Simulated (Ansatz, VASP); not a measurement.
**Li2Se: VASP beside Ansatz**

```
CELL_PARAMETERS angstrom
0.00000 3.00250 3.00250
3.00250 0.00000 3.00250
3.00250 3.00250 0.00000
ATOMIC_POSITIONS crystal
Li 0.25000 0.25000 0.25000
Li 0.75000 0.75000 0.75000
Se 0.00000 0.00000 0.00000
```

Alike in both runs: functional PBE; k mesh 8 × 8 × 8; occupations fermi-dirac, width 0.02 eV; no spin polarisation.

Ansatz relaxed the structure, and its values are those at the end. VASP's run is a single point on that final structure, the one shown.

```csv
,VASP,Ansatz
version,VASP 6.6.1,Ansatz 0.2.0
potentials or method,"VASP PAW PBE potentials, release 64 (Li_sv, Se)","plane-wave PAW, scalar-relativistic"
plane-wave cutoff (eV),750,420
valence electrons in the cell,12,22
```

|  | VASP | Ansatz | Ansatz less VASP |
| --- | --- | --- | --- |
| gap on the k mesh at the Fermi level (eV) | 2.97 | 2.98 | +0.006 |
| pressure (GPa) | 0.0 | 0.0 | +0.06 |

The functional is the same, so the differences come from potentials, cutoffs and numerics. VASP's potentials hold 12 valence electrons a cell and Ansatz's 22, so a difference there can come from the potentials and not from the codes. Ansatz's warnings: stress scf threshold loose.
